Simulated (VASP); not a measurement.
# Co2Ru (Fm-3m) in VASP: further runs, part 2 of 3

VASP 6.6.1. The steps go on from the part before.

**3. Single point, PBE, collinear spin, ferromagnetic start**

This run uses another cell than the first one, of 14.20 Å³/atom.

Contents of INCAR:

```
PREC = Accurate
ENCUT = 520
EDIFF = 1E-7
ISMEAR = 0
SIGMA = 0.1
LREAL = False
LASPH = True
NELM = 150
ALGO = Fast
ISIF = 2
LWAVE = False
LCHARG = False
ISPIN = 2
MAGMOM = 0.67 0.67 0.37
LORBIT = 11
LMAXMIX = 4
GGA = PE
NBANDS = 27
```

Contents of KPOINTS:

```
Automatic mesh
0
Gamma
  6 6 6
```

Contents of POSCAR:

```
Co2Ru
1.0
    0.0000000000      2.7718567171      2.7718567171
    2.7718567171      0.0000000000      2.7718567171
    2.7718567171      2.7718567171      0.0000000000
Co Ru
2 1
Direct
    0.2500000000      0.2500000000      0.2500000000
    0.7500000000      0.7500000000      0.7500000000
    0.0000000000      0.0000000000      0.0000000000
```

Potentials or basis: VASP PAW PBE potentials, release 64 (Co, Ru_pv).

Started as:

```sh
$ cat potpaw_PBE.64/Co/POTCAR potpaw_PBE.64/Ru_pv/POTCAR > POTCAR
$ mpirun -np 1 vasp_std > vasp.out
```

OUTCAR:

```text
PREC = Accurate
   ENCUT = 520
   EDIFF = 1E-7
   ISMEAR = 0
   LREAL = False
   LASPH = True
   NELM = 150
   ISIF = 2
   ISPIN = 2
   LORBIT = 11
   GGA = PE

 ion  position               nearest neighbor table
   1  0.250  0.250  0.250-   3 2.40   3 2.40   3 2.40   3 2.40   2 2.77   2 2.77   2 2.77   2 2.77
                             2 2.77   2 2.77
   2  0.750  0.750  0.750-   3 2.40   3 2.40   3 2.40   3 2.40   1 2.77   1 2.77   1 2.77   1 2.77
                             1 2.77   1 2.77
   3  0.000  0.000  0.000-   2 2.40   2 2.40   2 2.40   1 2.40   1 2.40   1 2.40   2 2.40   1 2.40

  LATTYP: Found a face centered cubic cell.
 ALAT       =     5.5437134342

  Lattice vectors:

 A1 = (   0.0000000000,   2.7718567171,   2.7718567171)
 A2 = (   2.7718567171,   0.0000000000,   2.7718567171)
 A3 = (   2.7718567171,   2.7718567171,   0.0000000000)

Analysis of symmetry for initial positions (statically):
=====================================================================
 Subroutine PRICEL returns:
 Original cell was already a primitive cell.

 Routine SETGRP: Setting up the symmetry group for a
 face centered cubic supercell.

 Subroutine GETGRP returns: Found 48 space group operations
 (whereof 48 operations were pure point group operations)
 out of a pool of 48 trial point group operations.

The static configuration has the point symmetry O_h .

Analysis of symmetry for dynamics (positions and initial velocities):
=====================================================================
 Subroutine PRICEL returns:
 Original cell was already a primitive cell.

 Routine SETGRP: Setting up the symmetry group for a
 face centered cubic supercell.

 Subroutine GETGRP returns: Found 48 space group operations
 (whereof 48 operations were pure point group operations)
 out of a pool of 48 trial point group operations.

The dynamic configuration has the point symmetry O_h .

Analysis of structural, dynamic, and magnetic symmetry:
=====================================================================
 Subroutine PRICEL returns:
 Original cell was already a primitive cell.

 Routine SETGRP: Setting up the symmetry group for a
 face centered cubic supercell.

 Subroutine GETGRP returns: Found 48 space group operations
 (whereof 48 operations were pure point group operations)
 out of a pool of 48 trial point group operations.

The overall configuration has the point symmetry O_h .

 Subroutine INISYM returns: Found 48 space group operations
 (whereof 48 operations are pure point group operations),
 and found     1 'primitive' translations

----------------------------------------------------------------------------------------

                                     Primitive cell

  volume of cell :      42.5934

  direct lattice vectors                    reciprocal lattice vectors
     0.000000000  2.771856717  2.771856717    -0.180384504  0.180384504  0.180384504
     2.771856717  0.000000000  2.771856717     0.180384504 -0.180384504  0.180384504
     2.771856717  2.771856717  0.000000000     0.180384504  0.180384504 -0.180384504
[... 70 lines left out ...]
   ICHARG =      2    charge: 1-file 2-atom 10-const
   ISPIN  =      2    spin polarized calculation?
   LNONCOLLINEAR =      F non collinear calculations
   LSORBIT =      F    spin-orbit coupling
   LASPH  =      T    aspherical Exc in radial PAW
   ENCUT  =  520.0 eV  38.22 Ry    6.18 a.u.   7.29  7.29  7.29*2*pi/ulx,y,z
   NELM   =    150;   NELMIN=  2; NELMDL= -5     # of ELM steps
   EDIFF  = 0.1E-06   stopping-criterion for ELM
   LREAL  =      F    real-space projection
   EDIFFG = 0.1E-05   stopping-criterion for IOM
   NSW    =      0    number of steps for IOM
   IBRION =     -1    ionic relax: 0-MD 1-quasi-New 2-CG
   NFREE  =      0    steps in history (QN), initial steepest desc. (CG)
   ISIF   =      2    stress and relaxation
   ISYM   =      2    0-nonsym 1-usesym 2-fastsym
   POTIM  = 0.5000    time-step for ionic-motion
   TEBEG  =    0.0;   TEEND  =   0.0 temperature during run
   PSTRESS=    0.0 pullay stress
   NELECT =      32.0000    total number of electrons
   NUPDOWN=      -1.0000    fix difference up-down
   EMIN   =  10.00;   EMAX   =-10.00  energy-range for DOS
   EFERMI =   0.00;   METHOD = LEGACY
   ISMEAR =     0;   SIGMA  =   0.10  broadening in eV -4-tet -1-fermi 0-gaus
   EFERMI_NEDOS =   21; number of points for ismear=-14 and -15
   IALGO  =     68    algorithm
   IMIX   =      4    mixing-type and parameters
     AMIX     =   0.40;   BMIX     =  1.00
     AMIX_MAG =   1.60;   BMIX_MAG =  1.00
  volume/ion in A,a.u.               =      14.20        95.81
  Fermi-wavevector in a.u.,A,eV,Ry     =   1.488255  2.812394 30.135588  2.214903
  Thomas-Fermi vector in A             =   2.601313
   LORBIT       =     11    0 simple, 1 ext, 2 COOP (PROOUT), +10 PAW based schemes
   GGA     = PE    functional components
   LHFCALC =     F    Hartree Fock is set to
   AEXX    =    0.0000 exact exchange contribution
   IVDW    =     0    specifies the selected vdW correction
   LEPSILON=     F    determine dielectric tensor
   LRPA    =     F    only Hartree local field effects (RPA)
 spin polarized calculation
 RMM-DIIS sequential band-by-band and
 Gauss-broadening in eV      SIGMA  =   0.10
  energy-cutoff  :      520.00
  volume of cell :       42.59
 maximum number of plane-waves:      1167
 NGX is ok and might be reduce to    30
   NGX = 15   NGY = 15   NGZ = 15

 number of electron      31.9999987 magnetization       2.3701427

 Free energy of the ion-electron system (eV)
  ---------------------------------------------------
  ext. energy  EPLUGINS =         0.00000000
  ---------------------------------------------------
  free energy    TOTEN  =       -21.05699277 eV

  energy without entropy =      -21.03838714  energy(sigma->0) =      -21.04768996

 E-fermi :   8.5184     XC(G=0): -12.3528

 val. band max:        8.5064833793   @ k =   0.1667   0.0000   0.0000
 cond. band min:       8.5438310506   @ k =   0.0000   0.0000   0.0000
 fundamental gap:      0.0373476714
 Fermi energy:         8.5183781683

 spin component 1

 k-point     1 :       0.0000    0.0000    0.0000
  band No.  band energies     occupation
      1     -34.6198      1.00000
      2     -34.6198      1.00000
      3     -34.6198      1.00000
      4       1.1985      1.00000
      5       4.0305      1.00000
      6       4.0305      1.00000
[... 469 lines left out ...]
     26      22.7232      0.00000
     27      24.1221      0.00000
 Fermi energy:         8.5183781683

 spin component 2

 k-point     1 :       0.0000    0.0000    0.0000
  band No.  band energies     occupation
      1     -34.2191      1.00000
      2     -34.2191      1.00000
      3     -34.2191      1.00000
      4       1.2246      1.00000
      5       4.8209      1.00000
      6       4.8209      1.00000
[... 469 lines left out ...]
     26      22.9812      0.00000
     27      24.2364      0.00000

------------------------ aborting loop because EDIFF is reached ----------------------------------------

  FORCE on cell =-STRESS in cart. coord.  units (eV):
  Direction    XX          YY          ZZ          XY          YZ          ZX
  --------------------------------------------------------------------------------------
  -------------------------------------------------------------------------------------
  Total       -0.1088259     -0.1088259     -0.1088259      0.0000000      0.0000000     -0.0000000
  in kB       -4.0935543     -4.0935543     -4.0935543      0.0000000      0.0000000     -0.0000000
  external PRESSURE =      -4.0935543 kB  Pullay stress =       0.0000000 kB

 VOLUME and BASIS-vectors are now :
 -----------------------------------------------------------------------------
  energy-cutoff  :      520.00
  volume of cell :       42.59
      direct lattice vectors                 reciprocal lattice vectors
     0.000000000  2.771856717  2.771856717    -0.180384504  0.180384504  0.180384504
     2.771856717  0.000000000  2.771856717     0.180384504 -0.180384504  0.180384504
     2.771856717  2.771856717  0.000000000     0.180384504  0.180384504 -0.180384504

 POSITION                                       TOTAL-FORCE (eV/Angst)
 -----------------------------------------------------------------------------------
      1.38593      1.38593      1.38593        -0.000000     -0.000000     -0.000000
      4.15779      4.15779      4.15779         0.000000      0.000000      0.000000
      0.00000      0.00000      0.00000        -0.000000     -0.000000     -0.000000
 -----------------------------------------------------------------------------------
    total drift:                                0.000000     -0.000000      0.000000

  FREE ENERGIE OF THE ION-ELECTRON SYSTEM (eV)
  ---------------------------------------------------
  free  energy   TOTEN  =       -21.0569927745 eV

  energy  without entropy=      -21.0383871375  energy(sigma->0) =      -21.04768996

 total charge

# of ion       s       p       d       tot
------------------------------------------
    1        0.507   0.420   7.289   8.216
    2        0.507   0.420   7.289   8.216
    3        0.451   6.290   5.993  12.735
--------------------------------------------------
tot          1.465   7.130  20.571  29.167

 magnetization (x)

# of ion       s       p       d       tot
------------------------------------------
    1        0.004  -0.019   0.990   0.975
    2        0.004  -0.019   0.990   0.975
    3       -0.014  -0.019   0.497   0.464
--------------------------------------------------
tot         -0.005  -0.057   2.476   2.414
```

OSZICAR:

```text
N       E                     dE             d eps       ncg     rms          rms(c)
DAV:   1     0.269659881836E+03    0.26966E+03   -0.15204E+04  1784   0.140E+03
DAV:   2    -0.102174584206E+02   -0.27988E+03   -0.26046E+03  1728   0.348E+02
DAV:   3    -0.234027781017E+02   -0.13185E+02   -0.12171E+02  1931   0.920E+01
DAV:   4    -0.236279916658E+02   -0.22521E+00   -0.22444E+00  2113   0.116E+01
DAV:   5    -0.236355896079E+02   -0.75979E-02   -0.75970E-02  2290   0.207E+00    0.178E+01
RMM:   6    -0.311790370596E+02   -0.75434E+01   -0.28700E+01  1902   0.497E+01    0.331E+01
RMM:   7    -0.210124188255E+02    0.10167E+02   -0.80296E+00  1818   0.258E+01    0.431E+00
RMM:   8    -0.210427961932E+02   -0.30377E-01   -0.16969E-01  2034   0.309E+00    0.237E+00
RMM:   9    -0.210564463785E+02   -0.13650E-01   -0.92101E-02  1948   0.218E+00    0.140E+00
RMM:  10    -0.210556725411E+02    0.77384E-03   -0.11668E-02  2131   0.104E+00    0.560E-01
RMM:  11    -0.210567854605E+02   -0.11129E-02   -0.41007E-03  2124   0.523E-01    0.194E-01
RMM:  12    -0.210569383202E+02   -0.15286E-03   -0.13713E-03  2187   0.243E-01    0.101E-01
RMM:  13    -0.210569710093E+02   -0.32689E-04   -0.31320E-04  2373   0.103E-01    0.646E-02
RMM:  14    -0.210569832053E+02   -0.12196E-04   -0.61640E-05  2415   0.434E-02    0.412E-02
RMM:  15    -0.210569916776E+02   -0.84723E-05   -0.30368E-05  2038   0.438E-02    0.861E-03
RMM:  16    -0.210569925317E+02   -0.85406E-06   -0.59047E-06  2291   0.154E-02    0.538E-03
RMM:  17    -0.210569927188E+02   -0.18712E-06   -0.19173E-06  2264   0.705E-03    0.306E-03
RMM:  18    -0.210569927745E+02   -0.55710E-07   -0.22444E-07  1433   0.327E-03
   1 F= -.21056993E+02 E0= -.21047690E+02  d E =-.186056E-01  mag=     2.3700
```

stdout:

```text
POSCAR found type information on POSCAR CoRu
 POSCAR found :  2 types and       3 ions
 scaLAPACK will be used
 LDA part: xc-table for (Slater+PW92), standard interpolation
 POSCAR, INCAR and KPOINTS ok, starting setup
 FFT: planning ... GRIDC
 FFT: planning ... GRID_SOFT
 FFT: planning ... GRID
 WAVECAR not read
 entering main loop
```

Run time: 34 s. Hardware: 1 thread of AMD EPYC 9R45 (Zen 5), shared host; peak memory 0.16 GiB.

What came out:

```
Free energy                                           : -21.0570 eV
Pressure                                              : -0.4 GPa
Net moment                                            : 2.37 μB per cell
Site moments                                          : Co +0.97; Ru +0.46 μB
Valence electrons inside the program's atomic spheres : Co 8.22; Ru 12.73
```

(Continued in part 3 of 3.)
